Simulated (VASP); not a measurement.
Wanted: the native input for a VASP 6.6.1 run.

```yaml
Task: relaxation of cell and atoms
Functional: PBE
Potentials_or_basis: VASP PAW PBE potentials, release 64 (Co, Si)
Cutoff: 600 eV
k_mesh: 20 × 20 × 20
Occupations: gaussian, width 0.1 eV
Spin: no spin polarisation
Dipole_correction: no
Further_INCAR_settings: ALGO = Normal; EDIFF = 1e-06; IBRION = 2; EDIFFG = -0.01; NSW = 100; ISIF = 3
```

The structure of CoSi lies in POSCAR:

```
CoSi
1.0
    0.0000000000      2.3304890702      2.3304890702
    2.3304890702      0.0000000000      2.3304890702
    2.3304890702      2.3304890702      0.0000000000
Co Si
1 1
Direct
    0.0000000000      0.0000000000      0.0000000000
    0.5000000000      0.5000000000      0.5000000000
```

The input as run:

INCAR

```
PREC = Accurate ; ENCUT = 600
EDIFF = 1E-6 ; ISMEAR = 0
SIGMA = 0.1 ; LREAL = F
LASPH = T ; NELM = 80
ALGO = Normal ; ISIF = 3
LWAVE = F ; LCHARG = F
GGA = PE ; IBRION = 2
NSW = 100 ; EDIFFG = -0.01
```

KPOINTS

```
regular mesh
0
Gamma
  20 20 20
```

Potentials or basis: VASP PAW PBE potentials, release 64 (Co, Si).

Run with:

```bash
$ cat potpaw_PBE.64/Co/POTCAR potpaw_PBE.64/Si/POTCAR > POTCAR
$ mpirun -np 1 vasp_std > vasp.out
```

Results of the run:

```
Pressure after relaxing : 0.1 GPa
Band gap on the k mesh  : zero (an odd number of electrons rules out a gap without spin polarisation)
```

Caveat: the relaxation stopped at its first step, so nothing moved; the run has no spin polarisation, though such a crystal can be magnetic.

Run time: 73 s on 1 thread of Intel(R) Xeon(R) Platinum 8375C CPU @ 2.90GHz (Ice Lake), with other jobs on the host, peak memory 0.23 GiB.
